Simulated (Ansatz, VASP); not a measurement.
# Cd3HgO4: VASP beside Ansatz

Contents of INCAR:

```
SYSTEM = Cd3HgO4
PREC     = Accurate       ! precision mode
ENCUT    = 520            ! plane-wave cutoff, eV
EDIFF    = 1E-7           ! SCF threshold, eV
ISMEAR   = 0              ! smearing method
SIGMA    = 0.2            ! smearing width, eV
LREAL    = .FALSE.        ! projectors in reciprocal space
LASPH    = .TRUE.         ! aspherical terms in the spheres
NELM     = 80             ! most SCF steps
ALGO     = Normal         ! electronic algorithm
ISIF     = 2              ! what is computed and relaxed
LWAVE    = .FALSE.        ! write WAVECAR
LCHARG   = .FALSE.        ! write CHGCAR
GGA      = PE             ! functional
NBANDS   = 46             ! bands
```

File KPOINTS:

```
Automatic mesh
0
G
  4 4 4
  0 0 0
```

The input POSCAR:

```
Cd3HgO4
1.0
    4.8089572000      0.0000000000      0.0000000000
    0.0000000000      4.8089572000      0.0000000000
    0.0000000000      0.0000000000      4.8089572000
Cd Hg O
3 1 4
Direct
    0.5000000000      0.0000000000      0.5000000000
    0.5000000000      0.5000000000      0.0000000000
    0.0000000000      0.5000000000      0.5000000000
    0.0000000000      0.0000000000      0.0000000000
    0.0000000000      0.5000000000      0.0000000000
    0.5000000000      0.5000000000      0.5000000000
    0.0000000000      0.0000000000      0.5000000000
    0.5000000000      0.0000000000      0.0000000000
```

Input for Ansatz:

```yaml
crystal:
  lattice:
    - [4.8089572, 0.0, 0.0]
    - [0.0, 4.8089572, 0.0]
    - [0.0, 0.0, 4.8089572]
  atoms:
    - { symbol: Cd, position: [0.5, 0.0, 0.5] }
    - { symbol: Cd, position: [0.5, 0.5, 0.0] }
    - { symbol: Cd, position: [0.0, 0.5, 0.5] }
    - { symbol: Hg, position: [0.0, 0.0, 0.0] }
    - { symbol: O, position: [0.0, 0.5, 0.0] }
    - { symbol: O, position: [0.5, 0.5, 0.5] }
    - { symbol: O, position: [0.0, 0.0, 0.5] }
    - { symbol: O, position: [0.5, 0.0, 0.0] }
basis:
  ecutwfc: 420
kpoints:
  mp_grid: { grid: [4, 4, 4] }
hamiltonian:
  xc: pbe
scf:
  occupations: { method: gaussian, width: 0.2 }
  lower_state_search: "off"
output:
  forces: true
  stress: true
  eigenvalues: true
```

Alike in both runs: task single point; functional PBE; k mesh 4 × 4 × 4; occupations gaussian, width 0.2 eV; no spin polarisation.

|  | VASP | Ansatz |
| --- | --- | --- |
| version | VASP 6.6.1 | Ansatz 0.2.0 |
| potentials or method | VASP PAW PBE potentials, release 64 (Cd, Hg, O), cutoff 520 eV | scalar-relativistic, plane waves, PAW |
| valence electrons in the cell | 72 | 104 |

Ansatz gave:

* gap on the k mesh at the Fermi level (eV): none
* pressure (GPa): 0.1

Task: Which values does VASP return?

Result: gap on the k mesh at the Fermi level (eV): none; pressure (GPa): 1.2.

A gap of «none» marks a metal or a gap that the smearing closes. VASP's potentials hold 72 valence electrons a cell and Ansatz's 104, so a difference there can come from the potentials and not from the codes.

Neither program's run includes spin-orbit coupling.
